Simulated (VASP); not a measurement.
# Bi (P2_1/m) in VASP: single point with PBEsol

Aim: the single point of Bi with PBEsol.

All numbers are computed with VASP 6.6.1; they aren't measurements. Logs are shortened: lines on timing, memory, paths and dates and some standing lists are left out, and cuts for length are marked.

### 1 The cell of the first run

The typed cell holds 4 atoms: a = 4.530 Å, b = 4.552 Å, c = 6.365 Å, α = 90.00°, β = 89.96°, γ = 90.00°.

### 2 Single point, PBEsol

The input, INCAR:

```
ALGO = Normal ; EDIFF = 1E-6
ENCUT = 520 ; GGA = PS
ISIF = 2 ; ISMEAR = 0
LASPH = T ; LCHARG = F
LREAL = F ; LWAVE = F
NBANDS = 38 ; NELM = 100
PREC = Accurate ; SIGMA = 0.1
```

The input, KPOINTS:

```
k-points
0
Gamma
  10 10 8
```

The input, POSCAR:

```
Bi
1.0
    4.5303371253      0.0000000000      0.0358939546
    0.0000000000      4.5523329823      0.0000000000
   -0.0456997097      0.0000000000      6.3645760973
Bi
4
Direct
    0.8225362021      0.2500000000      0.2162559311
    0.6773320802      0.2500000000      0.7161585014
    0.3226679198      0.7500000000      0.2838414986
    0.1774637979      0.7500000000      0.7837440689
```

Potentials or basis: VASP PAW PBE potentials, release 64 (Bi_d).

The run is started by

```bash
$ cat potpaw_PBE.64/Bi_d/POTCAR > POTCAR
$ mpirun -np 1 vasp_std > vasp.out
```

OUTCAR:

```text
EDIFF = 1E-6
   ENCUT = 520
   GGA = PS
   ISIF = 2
   ISMEAR = 0
   LASPH = T
   LREAL = F
   NELM = 100
   PREC = Accurate

 ion  position               nearest neighbor table
   1  0.823  0.250  0.216-   3 3.24   3 3.24   3 3.24   3 3.24   2 3.25   2 3.25   4 3.92   4 3.92

   2  0.677  0.250  0.716-   4 3.24   4 3.24   4 3.24   4 3.24   1 3.25   1 3.25   3 3.92   3 3.92

   3  0.323  0.750  0.284-   1 3.24   1 3.24   1 3.24   1 3.24   4 3.25   4 3.25   2 3.92   2 3.92

   4  0.177  0.750  0.784-   2 3.24   2 3.24   2 3.24   2 3.24   3 3.25   3 3.25   1 3.92   1 3.92

  LATTYP: Found a simple monoclinic cell.
 ALAT       =     4.5304793173
 B/A-ratio  =     1.0048236982
 C/A-ratio  =     1.4048712550
 COS(beta)  =    -0.0007426556

  Lattice vectors:

 A1 = (   4.5303371253,   0.0000000000,   0.0358939546)
 A2 = (   0.0000000000,  -4.5523329823,   0.0000000000)
 A3 = (   0.0456997097,   0.0000000000,  -6.3645760973)

Analysis of symmetry for initial positions (statically):
=====================================================================
 Subroutine PRICEL returns:
 Original cell was already a primitive cell.

 Routine SETGRP: Setting up the symmetry group for a
 simple monoclinic supercell.

 Subroutine GETGRP returns: Found  4 space group operations
 (whereof  2 operations were pure point group operations)
 out of a pool of  4 trial point group operations.

The static configuration has the point symmetry S_2 .
 The point group associated with its full space group is C_2h.

Analysis of symmetry for dynamics (positions and initial velocities):
=====================================================================
 Subroutine PRICEL returns:
 Original cell was already a primitive cell.

 Routine SETGRP: Setting up the symmetry group for a
 simple monoclinic supercell.

 Subroutine GETGRP returns: Found  4 space group operations
 (whereof  2 operations were pure point group operations)
 out of a pool of  4 trial point group operations.

The dynamic configuration has the point symmetry S_2 .
 The point group associated with its full space group is C_2h.

 Subroutine INISYM returns: Found  4 space group operations
 (whereof  2 operations are pure point group operations),
 and found     1 'primitive' translations

----------------------------------------------------------------------------------------

                                     Primitive cell

  volume of cell :     131.2680

  direct lattice vectors                    reciprocal lattice vectors
     4.530337125  0.000000000  0.035893955     0.220721568  0.000000000  0.001584852
     0.000000000  4.552332982  0.000000000     0.000000000  0.219667587  0.000000000
    -0.045699710  0.000000000  6.364576097    -0.001244791  0.000000000  0.157110717

  length of vectors
     4.530479317  4.552332982  6.364740165     0.220727258  0.219667587  0.157115648

  position of ions in fractional coordinates (direct lattice)
     0.822536202  0.250000000  0.216255931
     0.677332080  0.250000000  0.716158501
     0.322667920  0.750000000  0.283841499
     0.177463798  0.750000000  0.783744069

  ion indices of the primitive-cell ions
   primitive index   ion index
                 1           1
                 2           2
                 3           3
                 4           4

----------------------------------------------------------------------------------------

 KPOINTS: k-points

Automatic generation of k-mesh.
 Grid dimensions read from file:
 generate k-points for:   10   10    8

 Generating k-lattice:

  Cartesian coordinates                     Fractional coordinates (reciprocal lattice)
     0.022072157  0.000000000  0.000158485     0.100000000  0.000000000  0.000000000
     0.000000000  0.021966759  0.000000000     0.000000000  0.100000000  0.000000000
    -0.000155599  0.000000000  0.019638840     0.000000000  0.000000000  0.125000000

  Length of vectors
     0.022072726  0.021966759  0.019639456

  Shift w.r.t. Gamma in fractional coordinates (k-lattice)
     0.000000000  0.000000000  0.000000000

 Subroutine IBZKPT returns following result:
 ===========================================

 Found    252 irreducible k-points:

 Following reciprocal coordinates:
            Coordinates               Weight
  0.000000  0.000000  0.000000      1.000000
  0.100000  0.000000  0.000000      2.000000
  0.200000  0.000000  0.000000      2.000000
  0.300000  0.000000  0.000000      2.000000
  0.400000  0.000000  0.000000      2.000000
  0.500000  0.000000 -0.000000      1.000000
[... 16 lines left out ...]
  0.400000  0.300000  0.000000      4.000000
  0.500000  0.300000 -0.000000      2.000000
 [... further k-points ...]
   k-points           NKPTS =    252   k-points in BZ     NKDIM =    252   number of bands    NBANDS=     38
   number of dos      NEDOS =    301   number of ions     NIONS =      4
   total plane-waves  NPLWV =  62208
   dimension x,y,z NGX =    36 NGY =   36 NGZ =   48
   dimension x,y,z NGXF=    72 NGYF=   72 NGZF=   96
   ions per type =               4
   NGX,Y,Z   is equivalent  to a cutoff of  13.21, 13.15, 12.54 a.u.
   NGXF,Y,Z  is equivalent  to a cutoff of  26.42, 26.29, 25.08 a.u.
 SYSTEM =  unknown system
   PREC   = accura    normal or accurate (medium, high low for compatibility)
   ISTART =      0    job   : 0-new  1-cont  2-samecut
   ICHARG =      2    charge: 1-file 2-atom 10-const
   ISPIN  =      1    spin polarized calculation?
   LNONCOLLINEAR =      F non collinear calculations
   LSORBIT =      F    spin-orbit coupling
   LASPH  =      T    aspherical Exc in radial PAW
   ENCUT  =  520.0 eV  38.22 Ry    6.18 a.u.   8.42  8.46 11.83*2*pi/ulx,y,z
   NELM   =    100;   NELMIN=  2; NELMDL= -5     # of ELM steps
   EDIFF  = 0.1E-05   stopping-criterion for ELM
   LREAL  =      F    real-space projection
   EDIFFG = 0.1E-04   stopping-criterion for IOM
   NSW    =      0    number of steps for IOM
   IBRION =     -1    ionic relax: 0-MD 1-quasi-New 2-CG
   NFREE  =      0    steps in history (QN), initial steepest desc. (CG)
   ISIF   =      2    stress and relaxation
   ISYM   =      2    0-nonsym 1-usesym 2-fastsym
   POTIM  = 0.5000    time-step for ionic-motion
   TEBEG  =    0.0;   TEEND  =   0.0 temperature during run
   PSTRESS=    0.0 pullay stress
   NELECT =      60.0000    total number of electrons
   NUPDOWN=      -1.0000    fix difference up-down
   EMIN   =  10.00;   EMAX   =-10.00  energy-range for DOS
   EFERMI =   0.00;   METHOD = LEGACY
   ISMEAR =     0;   SIGMA  =   0.10  broadening in eV -4-tet -1-fermi 0-gaus
   EFERMI_NEDOS =   21; number of points for ismear=-14 and -15
   IALGO  =     38    algorithm
   IMIX   =      4    mixing-type and parameters
     AMIX     =   0.40;   BMIX     =  1.00
     AMIX_MAG =   1.60;   BMIX_MAG =  1.00
  volume/ion in A,a.u.               =      32.82       221.46
  Fermi-wavevector in a.u.,A,eV,Ry     =   1.261069  2.383076 21.637293  1.590296
  Thomas-Fermi vector in A             =   2.394547
   LORBIT       =      0    0 simple, 1 ext, 2 COOP (PROOUT), +10 PAW based schemes
   GGA     = PS    functional components
   LHFCALC =     F    Hartree Fock is set to
   AEXX    =    0.0000 exact exchange contribution
   IVDW    =     0    specifies the selected vdW correction
   LEPSILON=     F    determine dielectric tensor
   LRPA    =     F    only Hartree local field effects (RPA)
 non-spin polarized calculation
 Gauss-broadening in eV      SIGMA  =   0.10
  energy-cutoff  :      520.00
  volume of cell :      131.27
 maximum number of plane-waves:      3558
 NGX is ok and might be reduce to    36
   NGX = 17   NGY = 17   NGZ = 23

 number of electron      60.0000016 magnetization

 Free energy of the ion-electron system (eV)
  ---------------------------------------------------
  ext. energy  EPLUGINS =         0.00000000
  ---------------------------------------------------
  free energy    TOTEN  =       -17.10538050 eV

  energy without entropy =      -17.09522499  energy(sigma->0) =      -17.10030274

 E-fermi :   6.9719     XC(G=0): -10.0846

 val. band max:        6.9628917986   @ k =   0.4000   0.1000   0.5000
 cond. band min:       6.9790211824   @ k =  -0.3000   0.1000   0.3750
 fundamental gap:      0.0161293837
 Fermi energy:         6.9719415620

 k-point     1 :       0.0000    0.0000    0.0000
  band No.  band energies     occupation
      1     -15.9437      2.00000
      2     -15.9303      2.00000
      3     -15.9130      2.00000
      4     -15.8193      2.00000
      5     -15.8014      2.00000
      6     -15.7991      2.00000
[... 30 lines left out ...]
     37      11.7290      0.00000
     38      12.0731      0.00000

 k-point     2 :       0.1000    0.0000    0.0000
  band No.  band energies     occupation
      1     -15.9344      2.00000
      2     -15.9225      2.00000
      3     -15.9106      2.00000
      4     -15.8162      2.00000
      5     -15.7963      2.00000
      6     -15.7945      2.00000
[... 30 lines left out ...]
     37      11.6368      0.00000
     38      12.3434      0.00000

 k-point     3 :       0.2000    0.0000    0.0000
  band No.  band energies     occupation
      1     -15.9080      2.00000
      2     -15.9035      2.00000
      3     -15.9000      2.00000
      4     -15.8150      2.00000
      5     -15.7862      2.00000
      6     -15.7819      2.00000
[... 30 lines left out ...]
     37      11.0887      0.00000
     38      12.8625      0.00000

 k-point     4 :       0.3000    0.0000    0.0000
  band No.  band energies     occupation
      1     -15.8922      2.00000
      2     -15.8714      2.00000
      3     -15.8616      2.00000
      4     -15.8261      2.00000
      5     -15.7673      2.00000
      6     -15.7663      2.00000
[... 30 lines left out ...]
     37      12.0025      0.00000
     38      12.8981      0.00000
[... 703 lines left out ...]
      4     -15.7988      2.00000
      5     -15.7900      2.00000
      6     -15.7784      2.00000
[... 30 lines left out ...]
     37      12.7516      0.00000
     38      13.4514      0.00000

 k-point    23 :       0.4000    0.3000    0.0000
  band No.  band energies     occupation
      1     -15.9059      2.00000
      2     -15.8769      2.00000
      3     -15.8256      2.00000
      4     -15.8060      2.00000
      5     -15.7866      2.00000
      6     -15.7412      2.00000
[... 30 lines left out ...]
     37      12.9742      0.00000
     38      13.7882      0.00000

 k-point    24 :       0.5000    0.3000   -0.0000
  band No.  band energies     occupation
      1     -15.8935      2.00000
      2     -15.8935      2.00000
      3     -15.8172      2.00000
      4     -15.8172      2.00000
      5     -15.7585      2.00000
      6     -15.7582      2.00000
[... 30 lines left out ...]
     37      13.4110      0.00000
     38      13.4143      0.00000

 [... further k-points ...]
[... 5 lines left out ...]
  --------------------------------------------------------------------------------------
  -------------------------------------------------------------------------------------
  Total       -0.0497402     -0.0583098     -0.0551389      0.0000000      0.0000000     -0.0012399
  in kB       -0.6070989     -0.7116940     -0.6729919      0.0000000      0.0000000     -0.0151335
  external PRESSURE =      -0.6639283 kB  Pullay stress =       0.0000000 kB

 VOLUME and BASIS-vectors are now :
 -----------------------------------------------------------------------------
  energy-cutoff  :      520.00
  volume of cell :      131.27
      direct lattice vectors                 reciprocal lattice vectors
     4.530337125  0.000000000  0.035893955     0.220721568  0.000000000  0.001584852
     0.000000000  4.552332982  0.000000000     0.000000000  0.219667587  0.000000000
    -0.045699710  0.000000000  6.364576097    -0.001244791  0.000000000  0.157110717

 POSITION                                       TOTAL-FORCE (eV/Angst)
 -----------------------------------------------------------------------------------
      3.71648      1.13808      1.40590         0.001253      0.000000     -0.002285
      3.03581      1.13808      4.58236        -0.000575     -0.000000     -0.001140
      1.44882      3.41425      1.81811         0.000575      0.000000      0.001140
      0.76815      3.41425      4.99457        -0.001253     -0.000000      0.002285
 -----------------------------------------------------------------------------------
    total drift:                                0.000000     -0.000000     -0.000000

  FREE ENERGIE OF THE ION-ELECTRON SYSTEM (eV)
  ---------------------------------------------------
  free  energy   TOTEN  =       -17.1053804956 eV

  energy  without entropy=      -17.0952249916  energy(sigma->0) =      -17.10030274
```

It took 9 min on 1 thread of AMD EPYC 9R45 (Zen 5), shared host; peak memory 0.85 GiB.

Results:

```yaml
Free_energy: -17.1054 eV
Pressure: -0.1 GPa
Band_gap_on_the_k_mesh: zero (band 30 reaches 7.29 eV, above the bottom of band 31 at 6.56 eV)
```

Forces on the atoms (eV/Å):
```
Bi   0.001  0.000 -0.002
Bi  -0.001  0.000 -0.001
Bi   0.001  0.000  0.001
Bi  -0.001  0.000  0.002
```

Levels at points of the mesh, in eV from the Fermi level:
| k point | band 26 | band 27 | band 28 | band 29 | band 30 | band 31 | band 32 | band 33 | band 34 | band 35 |
| --- | --- | --- | --- | --- | --- | --- | --- | --- | --- | --- |
| (0.00, 0.00, 0.00) | -3.30 | -2.83 | -1.61 | -1.23 | -1.20 | 2.83 | 3.25 | 3.37 | 3.46 | 3.64 |
| (0.50, 0.00, 0.00) | -3.67 | -1.12 | -1.12 | -1.08 | -1.07 | 0.99 | 1.00 | 1.05 | 1.05 | 3.94 |
| (0.00, 0.50, 0.00) | -3.72 | -1.17 | -1.17 | -0.89 | -0.89 | 0.91 | 0.91 | 1.24 | 1.24 | 4.18 |
| (0.50, 0.50, 0.00) | -5.07 | -3.15 | -3.15 | -3.10 | -3.10 | 1.53 | 1.53 | 5.44 | 5.44 | 5.71 |
| (0.00, 0.00, 0.50) | -2.59 | -2.45 | -2.45 | -1.76 | -1.75 | 2.17 | 2.18 | 3.32 | 3.33 | 3.91 |
| (0.50, 0.00, 0.50) | -1.42 | -0.64 | -0.63 | -0.44 | -0.43 | -0.16 | -0.15 | -0.03 | -0.03 | 1.16 |
| (0.00, 0.50, 0.50) | -1.06 | -1.06 | -1.06 | -0.42 | -0.42 | -0.41 | -0.41 | 0.78 | 0.78 | 0.78 |
| (0.50, 0.50, 0.50) | -4.46 | -4.46 | -4.46 | 0.32 | 0.32 | 0.32 | 0.32 | 4.60 | 4.60 | 4.60 |

Caveat: the PAW data sets were made with another functional, which shifts forces and pressure a little; spin-orbit coupling is left out, which moves the levels of the heavy elements.
